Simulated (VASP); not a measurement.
Here is a VASP 6.6.1 calculation.

File INCAR:

```
SYSTEM = SiSnO4
PREC     = Accurate       ! precision mode
ENCUT    = 600            ! plane-wave cutoff, eV
EDIFF    = 1E-7           ! SCF threshold, eV
ISMEAR   = -1             ! smearing method
SIGMA    = 0.02           ! smearing width, eV
LREAL    = .FALSE.        ! projectors in reciprocal space
LASPH    = .TRUE.         ! aspherical terms in the spheres
NELM     = 80             ! most SCF steps
ALGO     = Normal         ! electronic algorithm
ISIF     = 3              ! what is computed and relaxed
LWAVE    = .FALSE.        ! write WAVECAR
LCHARG   = .FALSE.        ! write CHGCAR
GGA      = PS             ! functional
IBRION   = 2              ! ionic algorithm
NSW      = 80             ! ionic steps
EDIFFG   = -0.005         ! ionic threshold
KPAR     = 4
```

The input KPOINTS:

```
Automatic mesh
0
G
  6 6 4
  0 0 0
```

The input POSCAR:

```
SiSnO4
1.0
    4.5253796290      0.0000000000      0.0000000000
    0.0000000000      4.5253796290      0.0000000000
    0.0000000000      0.0000000000      5.9665036743
Sn O Si
2 8 2
Direct
    0.0000000000      0.5000000000      0.1344230725
    0.5000000000      0.0000000000      0.8655769275
    0.6808373989      0.8191626011      0.1543333565
    0.3191626011      0.1808373989      0.1543333565
    0.8191626011      0.3191626011      0.8456666435
    0.1808373989      0.6808373989      0.8456666435
    0.7021507347      0.7978492653      0.5978749708
    0.2978492653      0.2021507347      0.5978749708
    0.7978492653      0.2978492653      0.4021250292
    0.2021507347      0.7021507347      0.4021250292
    0.0000000000      0.5000000000      0.6134315340
    0.5000000000      0.0000000000      0.3865684660
```

Potentials or basis: VASP PAW PBE potentials, release 64 (Sn_d, O, Si).

Launch:

```sh
$ cat potpaw_PBE.64/Sn_d/POTCAR potpaw_PBE.64/O/POTCAR potpaw_PBE.64/Si/POTCAR > POTCAR
$ mpirun -np 4 vasp_std > vasp.out
```

**Question.** What does it give for the relaxed volume?

**Answer.** 9.90 Å³/atom.

**Question.** Estimate the relaxed cell.

**Answer.** a = 4.471 Å, b = 4.471 Å, c = 5.939 Å, α = 90.00°, β = 90.00°, γ = 90.00°.

**Question.** Predict the band gap on the k mesh.

**Answer.** 1.99 eV.

**Question.** What does it give for the space group after relaxing (to 0.1 Å)?

**Answer.** P-42_1m (No. 113).

Forces on the atoms (eV/Å):
```
Sn   0.000  0.000  0.001
Sn   0.000  0.000 -0.001
O    0.000  0.000 -0.003
O    0.000  0.000 -0.003
O    0.000  0.000  0.003
O    0.000  0.000  0.003
O    0.000  0.000 -0.002
O    0.000  0.000 -0.002
O    0.000  0.000  0.002
O    0.000  0.000  0.002
Si   0.000  0.000  0.002
Si   0.000  0.000 -0.002
```

Caveat: the PAW data sets were made with another functional, which shifts forces and pressure a little; spin-orbit coupling is left out, which moves the levels of the heavy elements.
